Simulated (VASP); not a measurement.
# CdB26P27 (a cell with a defect) in VASP: electric field gradients with PBE

Aim: the electric field gradients of CdB26P27 (a cell with a defect) with PBE.

Program: VASP 6.6.1. These are calculated values, not measurements. Logs are shortened: lines on timing, memory, paths and dates and some standing lists are left out, and cuts for length are marked.

## Step 1: The cell of the first run

The cell holds a defect, 54 atoms: a = 9.627 Å, b = 9.627 Å, c = 9.627 Å, α = 60.00°, β = 60.00°, γ = 60.00°.

## Step 2: Electric field gradients, PBE

File INCAR:

```
PREC = Accurate
ENCUT = 520
EDIFF = 1E-8
ISMEAR = -1
SIGMA = 0.01
LREAL = Auto
LASPH = True
NELM = 100
ALGO = Normal
ISIF = 2
LWAVE = False
LCHARG = False
GGA = PE
LEFG = True
NELECT = 226.0
NBANDS = 146
```

File KPOINTS:

```
regular mesh
0
Gamma
  3 3 3
```

File POSCAR:

```
CdB26P27
1.0
    0.0000000000      6.8070000000      6.8070000000
    6.8070000000      0.0000000000      6.8070000000
    6.8070000000      6.8070000000      0.0000000000
Cd B P
1 26 27
Direct
    0.0000000000      0.0000000000      0.0000000000
    0.0000000000      0.0000000000      0.3333333333
    0.0000000000      0.0000000000      0.6666666667
    0.0000000000      0.3333333333      0.0000000000
    0.0000000000      0.3333333333      0.3333333333
    0.0000000000      0.3333333333      0.6666666667
    0.0000000000      0.6666666667      0.0000000000
    0.0000000000      0.6666666667      0.3333333333
    0.0000000000      0.6666666667      0.6666666667
    0.3333333333      0.0000000000      0.0000000000
    0.3333333333      0.0000000000      0.3333333333
    0.3333333333      0.0000000000      0.6666666667
    0.3333333333      0.3333333333      0.0000000000
    0.3333333333      0.3333333333      0.3333333333
    0.3333333333      0.3333333333      0.6666666667
    0.3333333333      0.6666666667      0.0000000000
    0.3333333333      0.6666666667      0.3333333333
    0.3333333333      0.6666666667      0.6666666667
    0.6666666667      0.0000000000      0.0000000000
    0.6666666667      0.0000000000      0.3333333333
    0.6666666667      0.0000000000      0.6666666667
    0.6666666667      0.3333333333      0.0000000000
    0.6666666667      0.3333333333      0.3333333333
    0.6666666667      0.3333333333      0.6666666667
    0.6666666667      0.6666666667      0.0000000000
    0.6666666667      0.6666666667      0.3333333333
    0.6666666667      0.6666666667      0.6666666667
    0.0833333333      0.0833333333      0.0833333333
    0.0833333333      0.0833333333      0.4166666667
    0.0833333333      0.0833333333      0.7500000000
    0.0833333333      0.4166666667      0.0833333333
    0.0833333333      0.4166666667      0.4166666667
    0.0833333333      0.4166666667      0.7500000000
    0.0833333333      0.7500000000      0.0833333333
    0.0833333333      0.7500000000      0.4166666667
    0.0833333333      0.7500000000      0.7500000000
    0.4166666667      0.0833333333      0.0833333333
    0.4166666667      0.0833333333      0.4166666667
    0.4166666667      0.0833333333      0.7500000000
    0.4166666667      0.4166666667      0.0833333333
    0.4166666667      0.4166666667      0.4166666667
    0.4166666667      0.4166666667      0.7500000000
    0.4166666667      0.7500000000      0.0833333333
    0.4166666667      0.7500000000      0.4166666667
    0.4166666667      0.7500000000      0.7500000000
    0.7500000000      0.0833333333      0.0833333333
    0.7500000000      0.0833333333      0.4166666667
    0.7500000000      0.0833333333      0.7500000000
    0.7500000000      0.4166666667      0.0833333333
    0.7500000000      0.4166666667      0.4166666667
    0.7500000000      0.4166666667      0.7500000000
    0.7500000000      0.7500000000      0.0833333333
    0.7500000000      0.7500000000      0.4166666667
    0.7500000000      0.7500000000      0.7500000000
```

Potentials or basis: VASP PAW PBE potentials, release 64 (Cd, B, P).

The run is started by

```console
cat potpaw_PBE.64/Cd/POTCAR potpaw_PBE.64/B/POTCAR potpaw_PBE.64/P/POTCAR > POTCAR
mpirun -np 1 vasp_std > vasp.out
```

OUTCAR:

```text
PREC = Accurate
   ENCUT = 520
   EDIFF = 1E-8
   ISMEAR = -1
   LREAL = Auto
   LASPH = True
   NELM = 100
   ISIF = 2
   GGA = PE
   NELECT = 226.0

 ion  position               nearest neighbor table
   1  0.000  0.000  0.000-  28 1.97  30 1.97  34 1.97  46 1.97
   2  0.000  0.000  0.333-  28 1.97  29 1.97  35 1.97  47 1.97
   3  0.000  0.000  0.667-  30 1.97  29 1.97  36 1.97  48 1.97
   4  0.000  0.333  0.000-  28 1.97  31 1.97  33 1.97  49 1.97
   5  0.000  0.333  0.333-  50 1.97  31 1.97  29 1.97  32 1.97
   6  0.000  0.333  0.667-  30 1.97  32 1.97  33 1.97  51 1.97
[... 46 lines left out ...]
  53  0.750  0.750  0.417-   8 1.97  20 1.97  26 1.97  27 1.97
  54  0.750  0.750  0.750-  27 1.97  21 1.97  25 1.97   9 1.97

  LATTYP: Found a face centered cubic cell.
 ALAT       =    13.6140000000

  Lattice vectors:

 A1 = (   0.0000000000,   6.8070000000,   6.8070000000)
 A2 = (   6.8070000000,   0.0000000000,   6.8070000000)
 A3 = (   6.8070000000,   6.8070000000,   0.0000000000)

Analysis of symmetry for initial positions (statically):
=====================================================================
 Subroutine PRICEL returns:
 Original cell was already a primitive cell.

 Routine SETGRP: Setting up the symmetry group for a
 face centered cubic supercell.

 Subroutine GETGRP returns: Found 24 space group operations
 (whereof 24 operations were pure point group operations)
 out of a pool of 48 trial point group operations.

The static configuration has the point symmetry T_d .

Analysis of symmetry for dynamics (positions and initial velocities):
=====================================================================
 Subroutine PRICEL returns:
 Original cell was already a primitive cell.

 Routine SETGRP: Setting up the symmetry group for a
 face centered cubic supercell.

 Subroutine GETGRP returns: Found 24 space group operations
 (whereof 24 operations were pure point group operations)
 out of a pool of 48 trial point group operations.

The dynamic configuration has the point symmetry T_d .

 Subroutine INISYM returns: Found 24 space group operations
 (whereof 24 operations are pure point group operations),
 and found     1 'primitive' translations

----------------------------------------------------------------------------------------

                                     Primitive cell

  volume of cell :     630.8081

  direct lattice vectors                    reciprocal lattice vectors
     0.000000000  6.807000000  6.807000000    -0.073453798  0.073453798  0.073453798
     6.807000000  0.000000000  6.807000000     0.073453798 -0.073453798  0.073453798
     6.807000000  6.807000000  0.000000000     0.073453798  0.073453798 -0.073453798

  length of vectors
     9.626551719  9.626551719  9.626551719     0.127225709  0.127225709  0.127225709

  position of ions in fractional coordinates (direct lattice)
     0.000000000  0.000000000  0.000000000
     0.000000000  0.000000000  0.333333333
     0.000000000  0.000000000  0.666666667
     0.000000000  0.333333333  0.000000000
     0.000000000  0.333333333  0.333333333
     0.000000000  0.333333333  0.666666667
[... 46 lines left out ...]
     0.750000000  0.750000000  0.416666667
     0.750000000  0.750000000  0.750000000

  ion indices of the primitive-cell ions
   primitive index   ion index
                 1           1
                 2           2
                 3           3
                 4           4
                 5           5
                 6           6
[... 46 lines left out ...]
                53          53
                54          54

----------------------------------------------------------------------------------------

 KPOINTS: regular mesh

Automatic generation of k-mesh.
 Grid dimensions read from file:
[... 50 lines left out ...]
   ISIF   =      2    stress and relaxation
   ISYM   =      2    0-nonsym 1-usesym 2-fastsym
   POTIM  = 0.5000    time-step for ionic-motion
   TEBEG  =    0.0;   TEEND  =   0.0 temperature during run
   PSTRESS=    0.0 pullay stress
   NELECT =     226.0000    total number of electrons
   NUPDOWN=      -1.0000    fix difference up-down
   EMIN   =  10.00;   EMAX   =-10.00  energy-range for DOS
   EFERMI =   0.00;   METHOD = LEGACY
   ISMEAR =    -1;   SIGMA  =   0.01  broadening in eV -4-tet -1-fermi 0-gaus
   EFERMI_NEDOS =   21; number of points for ismear=-14 and -15
   IALGO  =     38    algorithm
   IMIX   =      4    mixing-type and parameters
     AMIX     =   0.40;   BMIX     =  1.00
     AMIX_MAG =   1.60;   BMIX_MAG =  1.00
  volume/ion in A,a.u.               =      11.68        78.83
  Fermi-wavevector in a.u.,A,eV,Ry     =   1.162729  2.197239 18.394248  1.351939
  Thomas-Fermi vector in A             =   2.299287
   LORBIT       =      0    0 simple, 1 ext, 2 COOP (PROOUT), +10 PAW based schemes
   GGA     = PE    functional components
   LHFCALC =     F    Hartree Fock is set to
   AEXX    =    0.0000 exact exchange contribution
   IVDW    =     0    specifies the selected vdW correction
   LEPSILON=     F    determine dielectric tensor
   LRPA    =     F    only Hartree local field effects (RPA)
 non-spin polarized calculation
  energy-cutoff  :      520.00
  volume of cell :      630.81
 maximum number of plane-waves:     17033
   NGX = 35   NGY = 35   NGZ = 35

 number of electron     225.9999999 magnetization

 Free energy of the ion-electron system (eV)
  ---------------------------------------------------
  ext. energy  EPLUGINS =         0.00000000
  ---------------------------------------------------
  free energy    TOTEN  =      -322.88928730 eV

  energy without entropy =     -322.88928730  energy(sigma->0) =     -322.88928730

 E-fermi :   8.3086     XC(G=0): -11.0152

 val. band max:        8.0677103380   @ k =   0.0000   0.0000   0.0000
 cond. band min:       8.8251384259   @ k =   0.3333   0.3333   0.0000
 fundamental gap:      0.7574280879
 Fermi energy:         8.3086101445

 k-point     1 :       0.0000    0.0000    0.0000
  band No.  band energies     occupation
      1      -7.9867      2.00000
      2      -6.2365      2.00000
      3      -6.2365      2.00000
      4      -6.2365      2.00000
      5      -6.1080      2.00000
      6      -6.0649      2.00000
[... 501 lines left out ...]
    124      10.8208      0.00000
    125      10.8305      0.00000
 [bands above 125 left out]

------------------------ aborting loop because EDIFF is reached ----------------------------------------

  FORCE on cell =-STRESS in cart. coord.  units (eV):
  Direction    XX          YY          ZZ          XY          YZ          ZX
  --------------------------------------------------------------------------------------
  -------------------------------------------------------------------------------------
  Total       52.1056279     52.1056279     52.1056279     -0.0000000      0.0000000     -0.0000000
  in kB      132.3420838    132.3420838    132.3420838     -0.0000000      0.0000000     -0.0000000
  external PRESSURE =     132.3420838 kB  Pullay stress =       0.0000000 kB

 VOLUME and BASIS-vectors are now :
 -----------------------------------------------------------------------------
  energy-cutoff  :      520.00
  volume of cell :      630.81
      direct lattice vectors                 reciprocal lattice vectors
     0.000000000  6.807000000  6.807000000    -0.073453798  0.073453798  0.073453798
     6.807000000  0.000000000  6.807000000     0.073453798 -0.073453798  0.073453798
     6.807000000  6.807000000  0.000000000     0.073453798  0.073453798 -0.073453798

 POSITION                                       TOTAL-FORCE (eV/Angst)
 -----------------------------------------------------------------------------------
      0.00000      0.00000      0.00000         0.000000     -0.000000     -0.000000
      2.26900      2.26900      0.00000         0.180712      0.180712      0.452552
      4.53800      4.53800      0.00000        -0.180712     -0.180712      0.452552
      2.26900      0.00000      2.26900         0.180712      0.452552      0.180712
      4.53800      2.26900      2.26900        -0.031305      0.031305      0.031305
      6.80700      4.53800      2.26900        -0.452552     -0.180712      0.180712
[... 46 lines left out ...]
      7.94150      7.94150     10.21050         0.019619      0.019619      0.103401
     10.21050     10.21050     10.21050         0.000000     -0.000000     -0.000000
 -----------------------------------------------------------------------------------
    total drift:                                0.000001      0.000001      0.000003

  FREE ENERGIE OF THE ION-ELECTRON SYSTEM (eV)
  ---------------------------------------------------
  free  energy   TOTEN  =      -322.8892872988 eV

  energy  without entropy=     -322.8892872988  energy(sigma->0) =     -322.88928730

 Electric field gradients (V/A^2)
---------------------------------------------------------------------
 ion       V_xx      V_yy      V_zz      V_xy      V_xz      V_yz
---------------------------------------------------------------------
   1       0.000    -0.000     0.000    -0.001    -0.001    -0.001
   2       0.098     0.098    -0.196    -1.635     0.828     0.828
   3       0.098     0.098    -0.196    -1.635    -0.827    -0.827
   4       0.098    -0.196     0.098     0.828    -1.635     0.828
   5      -0.000     0.000     0.000    -0.286    -0.286     0.286
   6      -0.196     0.098     0.098     0.828    -0.828     1.635
[... 46 lines left out ...]
  53       0.235     0.235    -0.470     3.655     0.141     0.141
  54      -0.000    -0.000     0.000    -0.000    -0.000    -0.000
---------------------------------------------------------------------

 Electric field gradients after diagonalization (V/A^2)
 (convention: |V_zz| > |V_xx| > |V_yy|)
----------------------------------------------------------------------
 ion       V_xx      V_yy      V_zz     asymmetry (V_yy - V_xx)/ V_zz
----------------------------------------------------------------------
   1       0.001     0.001    -0.002       0.000
   2       1.733     0.483    -2.216       0.564
   3       1.733     0.482    -2.215       0.565
   4       1.733     0.483    -2.216       0.564
   5      -0.286    -0.286     0.572       0.000
   6       1.733     0.483    -2.215       0.564
[... 46 lines left out ...]
  53      -3.420    -0.479     3.899       0.754
  54       0.000     0.000    -0.000       0.000
----------------------------------------------------------------------

           NMR quadrupolar parameters

 Cq : quadrupolar parameter    Cq=e*Q*V_zz/h
 eta: asymmetry parameters     (V_yy - V_xx)/ V_zz
 Q  : nuclear electric quadrupole moment in mb (millibarn)
----------------------------------------------------------------------
 ion       Cq(MHz)       eta       Q (mb)
----------------------------------------------------------------------
   1      -0.000       0.000       1.000
   2      -0.005       0.564       1.000
   3      -0.005       0.565       1.000
   4      -0.005       0.564       1.000
   5       0.001       0.000       1.000
   6      -0.005       0.564       1.000
[... 46 lines left out ...]
  53       0.009       0.754       1.000
  54      -0.000       0.000       1.000
----------------------------------------------------------------------
```

It took 23 min on 1 thread of Intel Xeon 6975P-C, shared host; peak memory 0.87 GiB.

Results:

* Free energy: -322.8893 eV
* Largest force: 12.019 eV/Å

Forces in eV/Å, atoms in the order of the input:
```
Cd   0.000  0.000  0.000
B    0.181  0.181  0.453
B   -0.181 -0.181  0.453
B    0.181  0.453  0.181
B   -0.031  0.031  0.031
B   -0.453 -0.181  0.181
B   -0.181  0.453 -0.181
B   -0.453  0.181 -0.181
B   -0.029  0.029  0.029
B    0.453  0.181  0.181
B    0.031 -0.031  0.031
B   -0.181 -0.453  0.181
B    0.031  0.031 -0.031
B   -0.031 -0.031 -0.031
B    0.000  0.000  0.029
B   -0.181  0.181 -0.453
B    0.000  0.029  0.000
B   -0.029  0.000  0.000
B    0.453 -0.181 -0.181
B    0.181 -0.453 -0.181
B    0.029 -0.029  0.029
B    0.181 -0.181 -0.453
B    0.029  0.000  0.000
B    0.000 -0.029  0.000
B    0.029  0.029 -0.029
B    0.000  0.000 -0.029
B   -0.029 -0.029 -0.029
P    6.939  6.939  6.939
P    0.000  0.000 -0.376
P   -6.939 -6.939  6.939
P    0.000 -0.376  0.000
P    0.376  0.000  0.000
P    0.020 -0.020 -0.103
P   -6.939  6.939 -6.939
P    0.020 -0.103 -0.020
P    0.103 -0.020 -0.020
P   -0.376  0.000  0.000
P    0.000  0.376  0.000
P   -0.020  0.020 -0.103
P    0.000  0.000  0.376
P   -0.021 -0.021 -0.021
P    0.021  0.021 -0.021
P   -0.020 -0.103  0.020
P    0.021 -0.021  0.021
P    0.103  0.020  0.020
P    6.939 -6.939 -6.939
P   -0.103  0.020 -0.020
P   -0.020  0.103 -0.020
P   -0.103 -0.020  0.020
P   -0.021  0.021  0.021
P    0.020  0.103  0.020
P   -0.020 -0.020  0.103
P    0.020  0.020  0.103
P    0.000  0.000  0.000
```

Electric field gradients, principal values (V/Å²):
```
atom   least  middle  greatest (by size)
1 Cd   0.001   0.001              -0.002
 2 B   0.483   1.733              -2.216
 3 B   0.482   1.733              -2.215
 4 B   0.483   1.733              -2.216
 5 B  -0.286  -0.286               0.572
 6 B   0.483   1.733              -2.215
 7 B   0.482   1.733              -2.215
 8 B   0.483   1.733              -2.215
 9 B  -0.169  -0.169               0.338
10 B   0.483   1.733              -2.216
11 B  -0.286  -0.286               0.572
12 B   0.483   1.733              -2.215
13 B  -0.286  -0.286               0.572
14 B  -0.286  -0.286               0.572
15 B  -0.003  -0.171               0.174
16 B   0.483   1.733              -2.215
17 B  -0.003  -0.171               0.174
18 B  -0.003  -0.171               0.174
19 B   0.482   1.733              -2.215
20 B   0.483   1.733              -2.215
21 B  -0.169  -0.169               0.338
22 B   0.483   1.733              -2.215
23 B  -0.003  -0.171               0.174
24 B  -0.003  -0.171               0.174
25 B  -0.169  -0.169               0.338
26 B  -0.003  -0.171               0.174
27 B  -0.169  -0.169               0.339
28 P  40.636  40.636             -81.272
29 P  -0.189  -6.266               6.455
30 P  40.635  40.636             -81.271
31 P  -0.189  -6.266               6.455
32 P  -0.189  -6.266               6.455
33 P  -0.479  -3.420               3.899
34 P  40.635  40.636             -81.271
35 P  -0.479  -3.420               3.899
36 P  -0.479  -3.420               3.899
37 P  -0.189  -6.266               6.455
38 P  -0.189  -6.266               6.455
39 P  -0.479  -3.420               3.899
40 P  -0.189  -6.266               6.455
41 P   0.931   0.931              -1.862
42 P   0.931   0.931              -1.862
43 P  -0.479  -3.420               3.899
44 P   0.931   0.931              -1.862
45 P  -0.479  -3.420               3.899
46 P  40.635  40.636             -81.271
47 P  -0.479  -3.420               3.899
48 P  -0.479  -3.420               3.899
49 P  -0.479  -3.420               3.899
50 P   0.931   0.931              -1.862
51 P  -0.479  -3.420               3.899
52 P  -0.479  -3.420               3.899
53 P  -0.479  -3.420               3.899
54 P   0.000   0.000               0.000
```

Caveat: the cell carries a net charge on a neutralising background, which shifts energy and pressure; the cell is charged against a uniform background, so pressure and absolute levels hang on convention; without QUAD_EFG the Cq values of the log hold for a quadrupole moment of 1 mb, not for the nuclei.
